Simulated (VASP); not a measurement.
Here is a VASP 6.6.1 calculation.

Contents of INCAR:

```
SYSTEM = Si
PREC = Accurate
ENCUT = 600
EDIFF = 1E-7
ISMEAR = 0
SIGMA = 0.1
LREAL = .FALSE.
LASPH = .TRUE.
NELM = 80
ALGO = Fast
ISIF = 3
LWAVE = .FALSE.
LCHARG = .FALSE.
GGA = PE
IBRION = 2
NSW = 100
EDIFFG = -0.01
```

Contents of KPOINTS:

```
regular mesh
0
G
  6 6 12
  0 0 0
```

POSCAR

```
Si
1.0
    7.0465539486      0.0000000000      0.0000000000
   -3.5232769743      6.1024947286      0.0000000000
    0.0000000000      0.0000000000      3.0448056940
Si
8
Direct
    0.6666666667      0.3333333333      0.2500000000
    0.3333333333      0.6666666667      0.7500000000
    0.1666766108      0.3333328408      0.2500000000
    0.8333437701      0.1666766108      0.7500000000
    0.6666671592      0.8333437701      0.2500000000
    0.8333233892      0.6666671592      0.7500000000
    0.1666562299      0.8333233892      0.2500000000
    0.3333328408      0.1666562299      0.7500000000
```

Potentials or basis: VASP PAW PBE potentials, release 64 (Si).

Launch:

```bash
$ cat potpaw_PBE.64/Si/POTCAR > POTCAR
$ mpirun -np 1 vasp_std > vasp.out
```

Estimate the relaxed cell.

a = 7.032 Å, b = 7.032 Å, c = 3.059 Å, α = 90.00°, β = 90.00°, γ = 120.00°.

What does it give for the relaxed volume?

16.37 Å³/atom.

Step by step:
```
step  energy change (eV)  largest force (eV/Å)  pressure (GPa)  volume (Å³)
   1              0.0000                0.0000            0.18       130.93
   2             -0.0022                0.0000           -0.18       131.28
   3             -0.0022                0.0000           -0.15       131.25
   4             -0.0023                0.0000            0.02       130.98
```

Caveat: the highest band is partly filled, so the run has too few bands.
